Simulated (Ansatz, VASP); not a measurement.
**One calculation of AlNi, two programs**

```
Al Ni
1.0
     2.89308    0.00000    0.00000
     0.00000    2.89308    0.00000
     0.00000    0.00000    2.89308
Al Ni
1 1
Direct
  0.00000 0.00000 0.00000
  0.50000 0.50000 0.50000
```

Alike in both runs: functional PBE; k mesh 14 × 14 × 14; occupations gaussian, width 0.1 eV; no spin polarisation.

Ansatz relaxed the structure, and its values are those at the end. VASP's run is a single point on that final structure, the one shown.

|  | VASP | Ansatz |
| --- | --- | --- |
| version | VASP 6.6.1 | Ansatz 0.2.0 |
| potentials or method | VASP PAW PBE potentials, release 64 (Al, Ni), cutoff 520 eV | scalar-relativistic, plane waves, PAW |
| valence electrons in the cell | 13 | 21 |

|  | VASP | Ansatz | Ansatz less VASP |
| --- | --- | --- | --- |
| gap on the k mesh at the Fermi level (eV) | none | none | - |
| pressure (GPa) | 0.0 | 0.0 | +0.04 |

A gap of «none» marks a metal or a gap that the smearing closes. The functional is the same, so the differences come from potentials, cutoffs and numerics. VASP's potentials hold 13 valence electrons a cell and Ansatz's 21, so a difference there can come from the potentials and not from the codes.
